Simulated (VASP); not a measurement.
# Al3Cu (P4/mmm) in VASP: a series of runs

Runs on Al3Cu. Level: LDA. Tasks: single point.

Program: VASP 6.6.1. These are calculated values, not measurements. Logs are shortened: lines on timing, memory, paths and dates and some standing lists are left out, and cuts for length are marked.

**1. The cell of the first run**

Symmetry: P4/mmm, No. 123, tetragonal system. Conventional cell: a = 3.674 Å, b = 3.674 Å, c = 3.904 Å, α = 90.00°, β = 90.00°, γ = 90.00°. Within 3.4 Å of Al (site symmetry mmm) lie 8 Al at 2.60 to 2.68 Å and 4 Cu at 2.68 Å. Al (site symmetry 4/mmm) has 4 Cu at 2.60 Å and 8 Al at 2.68 Å within 3.4 Å. Within 3.4 Å of Cu (site symmetry 4/mmm) lie 12 Al at 2.60 to 2.68 Å.

**2. Single point, LDA (13.17 Å³/atom)**

The input, INCAR:

```
ALGO     = Fast           # electronic algorithm
EDIFF    = 1E-6           # SCF threshold, eV
ENCUT    = 520            # plane-wave cutoff, eV
ISIF     = 2              # what is computed and relaxed
ISMEAR   = 0              # smearing method
LASPH    = T              # aspherical terms in the spheres
LCHARG   = F              # write CHGCAR
LREAL    = F              # projectors in reciprocal space
LWAVE    = F              # write WAVECAR
NBANDS   = 18             # bands
NELM     = 60             # most SCF steps
PREC     = Accurate       # precision mode
SIGMA    = 0.15           # smearing width, eV
```

The input, KPOINTS:

```
k-points
0
Gamma
  12 12 12
```

The input, POSCAR:

```
Al3Cu
1.0
    3.6741811000      0.0000000000      0.0000000000
    0.0000000000      3.6741811000      0.0000000000
    0.0000000000      0.0000000000      3.9038174188
Al Cu
3 1
Direct
    0.0000000000      0.5000000000      0.5000000000
    0.5000000000      0.0000000000      0.5000000000
    0.5000000000      0.5000000000      0.0000000000
    0.0000000000      0.0000000000      0.0000000000
```

Potentials or basis: VASP PAW LDA potentials, release 64 (Al, Cu).

Run with:

```
$ cat potpaw_LDA.64/Al/POTCAR potpaw_LDA.64/Cu/POTCAR > POTCAR
$ mpirun -np 1 vasp_std > vasp.out
```

OUTCAR:

```text
EDIFF = 1E-6
   ENCUT = 520
   ISIF = 2
   ISMEAR = 0
   LASPH = T
   LREAL = F
   NELM = 60
   PREC = Accurate

 ion  position               nearest neighbor table
   1  0.000  0.500  0.500-   2 2.60   2 2.60   2 2.60   2 2.60   4 2.68   3 2.68   4 2.68   4 2.68
                             4 2.68   3 2.68   3 2.68   3 2.68
   2  0.500  0.000  0.500-   1 2.60   1 2.60   1 2.60   1 2.60   4 2.68   3 2.68   3 2.68   3 2.68
                             4 2.68   4 2.68   4 2.68   3 2.68
   3  0.500  0.500  0.000-   4 2.60   4 2.60   4 2.60   4 2.60   2 2.68   2 2.68   2 2.68   2 2.68
                             1 2.68   1 2.68   1 2.68   1 2.68
   4  0.000  0.000  0.000-   3 2.60   3 2.60   3 2.60   3 2.60   2 2.68   1 2.68   2 2.68   1 2.68
                             2 2.68   1 2.68   2 2.68   1 2.68

  LATTYP: Found a simple tetragonal cell.
 ALAT       =     3.6741811000
 C/A-ratio  =     1.0625000000

  Lattice vectors:

 A1 = (   3.6741811000,   0.0000000000,   0.0000000000)
 A2 = (   0.0000000000,   3.6741811000,   0.0000000000)
 A3 = (   0.0000000000,   0.0000000000,   3.9038174188)

Analysis of symmetry for initial positions (statically):
=====================================================================
 Subroutine PRICEL returns:
 Original cell was already a primitive cell.

 Routine SETGRP: Setting up the symmetry group for a
 simple tetragonal supercell.

 Subroutine GETGRP returns: Found 16 space group operations
 (whereof 16 operations were pure point group operations)
 out of a pool of 16 trial point group operations.

The static configuration has the point symmetry D_4h.

Analysis of symmetry for dynamics (positions and initial velocities):
=====================================================================
 Subroutine PRICEL returns:
 Original cell was already a primitive cell.

 Routine SETGRP: Setting up the symmetry group for a
 simple tetragonal supercell.

 Subroutine GETGRP returns: Found 16 space group operations
 (whereof 16 operations were pure point group operations)
 out of a pool of 16 trial point group operations.

The dynamic configuration has the point symmetry D_4h.

 Subroutine INISYM returns: Found 16 space group operations
 (whereof 16 operations are pure point group operations),
 and found     1 'primitive' translations

----------------------------------------------------------------------------------------

                                     Primitive cell

  volume of cell :      52.7000

  direct lattice vectors                    reciprocal lattice vectors
     3.674181100  0.000000000  0.000000000     0.272169491  0.000000000  0.000000000
     0.000000000  3.674181100  0.000000000     0.000000000  0.272169491  0.000000000
     0.000000000  0.000000000  3.903817419     0.000000000  0.000000000  0.256159521

  length of vectors
     3.674181100  3.674181100  3.903817419     0.272169491  0.272169491  0.256159521

  position of ions in fractional coordinates (direct lattice)
     0.000000000  0.500000000  0.500000000
     0.500000000  0.000000000  0.500000000
     0.500000000  0.500000000  0.000000000
     0.000000000  0.000000000  0.000000000

  ion indices of the primitive-cell ions
   primitive index   ion index
                 1           1
                 2           2
                 3           3
                 4           4

----------------------------------------------------------------------------------------

 KPOINTS: k-points

Automatic generation of k-mesh.
 Grid dimensions read from file:
 generate k-points for:   12   12   12

 Generating k-lattice:

  Cartesian coordinates                     Fractional coordinates (reciprocal lattice)
     0.022680791  0.000000000  0.000000000     0.083333333  0.000000000  0.000000000
     0.000000000  0.022680791  0.000000000     0.000000000  0.083333333  0.000000000
     0.000000000  0.000000000  0.021346627     0.000000000  0.000000000  0.083333333

  Length of vectors
     0.022680791  0.022680791  0.021346627

  Shift w.r.t. Gamma in fractional coordinates (k-lattice)
     0.000000000  0.000000000  0.000000000

 Subroutine IBZKPT returns following result:
 ===========================================

 Found    196 irreducible k-points:

 Following reciprocal coordinates:
            Coordinates               Weight
  0.000000  0.000000  0.000000      1.000000
  0.083333  0.000000  0.000000      4.000000
  0.166667  0.000000  0.000000      4.000000
  0.250000  0.000000  0.000000      4.000000
  0.333333  0.000000  0.000000      4.000000
  0.416667  0.000000  0.000000      4.000000
[... 16 lines left out ...]
  0.333333  0.333333  0.000000      4.000000
  0.416667  0.333333  0.000000      8.000000
 [... further k-points ...]
   k-points           NKPTS =    196   k-points in BZ     NKDIM =    196   number of bands    NBANDS=     18
   number of dos      NEDOS =    301   number of ions     NIONS =      4
   total plane-waves  NPLWV =  23520
   dimension x,y,z NGX =    28 NGY =   28 NGZ =   30
   dimension x,y,z NGXF=    56 NGYF=   56 NGZF=   60
   ions per type =               3   1
   NGX,Y,Z   is equivalent  to a cutoff of  12.67, 12.67, 12.78 a.u.
   NGXF,Y,Z  is equivalent  to a cutoff of  25.34, 25.34, 25.55 a.u.
 SYSTEM =  unknown system
   PREC   = accura    normal or accurate (medium, high low for compatibility)
   ISTART =      0    job   : 0-new  1-cont  2-samecut
   ICHARG =      2    charge: 1-file 2-atom 10-const
   ISPIN  =      1    spin polarized calculation?
   LNONCOLLINEAR =      F non collinear calculations
   LSORBIT =      F    spin-orbit coupling
   LASPH  =      T    aspherical Exc in radial PAW
   ENCUT  =  520.0 eV  38.22 Ry    6.18 a.u.   6.83  6.83  7.26*2*pi/ulx,y,z
   NELM   =     60;   NELMIN=  2; NELMDL= -5     # of ELM steps
   EDIFF  = 0.1E-05   stopping-criterion for ELM
   LREAL  =      F    real-space projection
   EDIFFG = 0.1E-04   stopping-criterion for IOM
   NSW    =      0    number of steps for IOM
   IBRION =     -1    ionic relax: 0-MD 1-quasi-New 2-CG
   NFREE  =      0    steps in history (QN), initial steepest desc. (CG)
   ISIF   =      2    stress and relaxation
   ISYM   =      2    0-nonsym 1-usesym 2-fastsym
   POTIM  = 0.5000    time-step for ionic-motion
   TEBEG  =    0.0;   TEEND  =   0.0 temperature during run
   PSTRESS=    0.0 pullay stress
   NELECT =      20.0000    total number of electrons
   NUPDOWN=      -1.0000    fix difference up-down
   EMIN   =  10.00;   EMAX   =-10.00  energy-range for DOS
   EFERMI =   0.00;   METHOD = LEGACY
   ISMEAR =     0;   SIGMA  =   0.15  broadening in eV -4-tet -1-fermi 0-gaus
   EFERMI_NEDOS =   21; number of points for ismear=-14 and -15
   IALGO  =     68    algorithm
   IMIX   =      4    mixing-type and parameters
     AMIX     =   0.40;   BMIX     =  1.00
     AMIX_MAG =   1.60;   BMIX_MAG =  1.00
  volume/ion in A,a.u.               =      13.17        88.91
  Fermi-wavevector in a.u.,A,eV,Ry     =   1.185263  2.239822 19.114114  1.404848
  Thomas-Fermi vector in A             =   2.321460
   LORBIT       =      0    0 simple, 1 ext, 2 COOP (PROOUT), +10 PAW based schemes
   GGA     = CA    functional components
   LHFCALC =     F    Hartree Fock is set to
   AEXX    =    0.0000 exact exchange contribution
   IVDW    =     0    specifies the selected vdW correction
   LEPSILON=     F    determine dielectric tensor
   LRPA    =     F    only Hartree local field effects (RPA)
 non-spin polarized calculation
 RMM-DIIS sequential band-by-band and
 Gauss-broadening in eV      SIGMA  =   0.15
  energy-cutoff  :      520.00
  volume of cell :       52.70
 maximum number of plane-waves:      1444
 NGX is ok and might be reduce to    28
   NGX = 13   NGY = 13   NGZ = 15

 number of electron      20.0000021 magnetization

 Free energy of the ion-electron system (eV)
  ---------------------------------------------------
  ext. energy  EPLUGINS =         0.00000000
  ---------------------------------------------------
  free energy    TOTEN  =       -17.19979265 eV

  energy without entropy =      -17.18090554  energy(sigma->0) =      -17.19034910

 E-fermi :   9.5772     XC(G=0): -11.5221

 val. band max:        9.5682337346   @ k =   0.5000   0.0000   0.0000
 cond. band min:       9.5799572267   @ k =   0.5000   0.0833   0.0833
 fundamental gap:      0.0117234921
 Fermi energy:         9.5771934705

 k-point     1 :       0.0000    0.0000    0.0000
  band No.  band energies     occupation
      1      -2.4882      2.00000
      2       4.5889      2.00000
      3       4.7536      2.00000
      4       5.4783      2.00000
      5       5.4930      2.00000
      6       5.4930      2.00000
[... 10 lines left out ...]
     17      16.6527      0.00000
     18      17.3574      0.00000

 k-point     2 :       0.0833    0.0000    0.0000
  band No.  band energies     occupation
      1      -2.4117      2.00000
      2       4.5769      2.00000
      3       4.7045      2.00000
      4       5.4124      2.00000
      5       5.4385      2.00000
      6       5.4963      2.00000
[... 10 lines left out ...]
     17      16.7546      0.00000
     18      17.0062      0.00000

 k-point     3 :       0.1667    0.0000    0.0000
  band No.  band energies     occupation
      1      -2.1827      2.00000
      2       4.2112      2.00000
      3       4.6979      2.00000
      4       5.2621      2.00000
      5       5.3434      2.00000
      6       5.5052      2.00000
[... 10 lines left out ...]
     17      16.9118      0.00000
     18      16.9273      0.00000

 k-point     4 :       0.2500    0.0000    0.0000
  band No.  band energies     occupation
      1      -1.8031      2.00000
      2       3.2928      2.00000
      3       4.7625      2.00000
      4       5.1239      2.00000
      5       5.2356      2.00000
      6       5.5175      2.00000
[... 10 lines left out ...]
     17      17.0364      0.00000
     18      17.2838      0.00000

 k-point     5 :       0.3333    0.0000    0.0000
  band No.  band energies     occupation
      1      -1.2772      2.00000
      2       2.2134      2.00000
      3       4.8323      2.00000
      4       5.0204      2.00000
      5       5.1446      2.00000
      6       5.5297      2.00000
[... 10 lines left out ...]
     17      17.2965      0.00000
     18      17.8494      0.00000

 k-point     6 :       0.4167    0.0000    0.0000
  band No.  band energies     occupation
      1      -0.6155      2.00000
      2       1.1851      2.00000
      3       4.8839      2.00000
      4       4.9572      2.00000
      5       5.0854      2.00000
      6       5.5387      2.00000
[... 307 lines left out ...]
 k-point    21 :       0.4167    0.2500    0.0000
  band No.  band energies     occupation
      1       0.0332      2.00000
      2       1.8102      2.00000
      3       4.3787      2.00000
      4       4.9057      2.00000
      5       5.0706      2.00000
      6       5.3354      2.00000
[... 10 lines left out ...]
     17      16.4009      0.00000
     18      17.4186      0.00000

 k-point    22 :       0.5000    0.2500    0.0000
  band No.  band energies     occupation
      1       0.6132      2.00000
      2       1.1146      2.00000
      3       4.5397      2.00000
      4       4.8194      2.00000
      5       5.0545      2.00000
      6       5.3417      2.00000
[... 10 lines left out ...]
     17      16.8311      0.00000
     18      16.8512      0.00000

 k-point    23 :       0.3333    0.3333    0.0000
  band No.  band energies     occupation
      1      -0.1048      2.00000
      2       3.0498      2.00000
      3       3.3780      2.00000
      4       4.9110      2.00000
      5       5.1401      2.00000
      6       5.2592      2.00000
[... 10 lines left out ...]
     17      17.4181      0.00000
     18      17.7935      0.00000

 k-point    24 :       0.4167    0.3333    0.0000
  band No.  band energies     occupation
      1       0.5238      2.00000
      2       2.2713      2.00000
      3       3.7064      2.00000
      4       4.7087      2.00000
      5       5.1278      2.00000
      6       5.2505      2.00000
[... 10 lines left out ...]
     17      16.4984      0.00000
     18      18.2695      0.00000

 [... further k-points ...]

------------------------ aborting loop because EDIFF is reached ----------------------------------------

  FORCE on cell =-STRESS in cart. coord.  units (eV):
  Direction    XX          YY          ZZ          XY          YZ          ZX
  --------------------------------------------------------------------------------------
  -------------------------------------------------------------------------------------
  Total        4.6432539      4.6432539      1.7432394      0.0000000     -0.0000000     -0.0000000
  in kB      141.1634939    141.1634939     52.9976977      0.0000000     -0.0000000     -0.0000000
  external PRESSURE =     111.7748951 kB  Pullay stress =       0.0000000 kB

 VOLUME and BASIS-vectors are now :
 -----------------------------------------------------------------------------
  energy-cutoff  :      520.00
  volume of cell :       52.70
      direct lattice vectors                 reciprocal lattice vectors
     3.674181100  0.000000000  0.000000000     0.272169491  0.000000000  0.000000000
     0.000000000  3.674181100  0.000000000     0.000000000  0.272169491  0.000000000
     0.000000000  0.000000000  3.903817419     0.000000000  0.000000000  0.256159521

 POSITION                                       TOTAL-FORCE (eV/Angst)
 -----------------------------------------------------------------------------------
      0.00000      1.83709      1.95191         0.000000      0.000000      0.000000
      1.83709      0.00000      1.95191         0.000000      0.000000      0.000000
      1.83709      1.83709      0.00000         0.000000      0.000000      0.000000
      0.00000      0.00000      0.00000         0.000000      0.000000      0.000000
 -----------------------------------------------------------------------------------
    total drift:                               -0.000000     -0.000000     -0.000000

  FREE ENERGIE OF THE ION-ELECTRON SYSTEM (eV)
  ---------------------------------------------------
  free  energy   TOTEN  =       -17.1997926540 eV

  energy  without entropy=      -17.1809055407  energy(sigma->0) =      -17.19034910
```

Run time: 2.2 min. Hardware: 1 thread of Intel Xeon Platinum 8488C (Sapphire Rapids), shared host; peak memory 0.27 GiB.

Results:

| Quantity | Value |
| --- | --- |
| Free energy | -17.1998 eV |
| Pressure | 11.2 GPa |
| Band gap on the k mesh | zero (bands 10 and 11 overlap by 3.85 eV) |

Stress tensor (GPa, compression positive):
```
14.12  0.00  0.00
 0.00 14.12  0.00
 0.00  0.00  5.30
```

Levels at points of the mesh, in eV from the Fermi level:
| k point | band 8 | band 9 | band 10 | band 11 | band 12 | band 13 |
| --- | --- | --- | --- | --- | --- | --- |
| (0.00, 0.00, 0.00) | -2.26 | -2.26 | -0.95 | 0.58 | 1.24 | 6.88 |
| (0.50, 0.00, 0.00) | -0.40 | -0.01 | 0.28 | 0.58 | 0.81 | 2.10 |
| (0.50, 0.50, 0.00) | -3.66 | -3.46 | 0.94 | 2.85 | 2.91 | 2.91 |
| (0.00, 0.00, 0.50) | 0.38 | 0.38 | 0.46 | 0.46 | 0.73 | 2.87 |
| (0.50, 0.00, 0.50) | -3.72 | -3.43 | 1.63 | 3.29 | 3.64 | 3.65 |
| (0.50, 0.50, 0.50) | -3.88 | -3.79 | -2.71 | -1.96 | -1.96 | -1.81 |

Caveat: the cell stands under pressure.

[end of part 1 of 2]
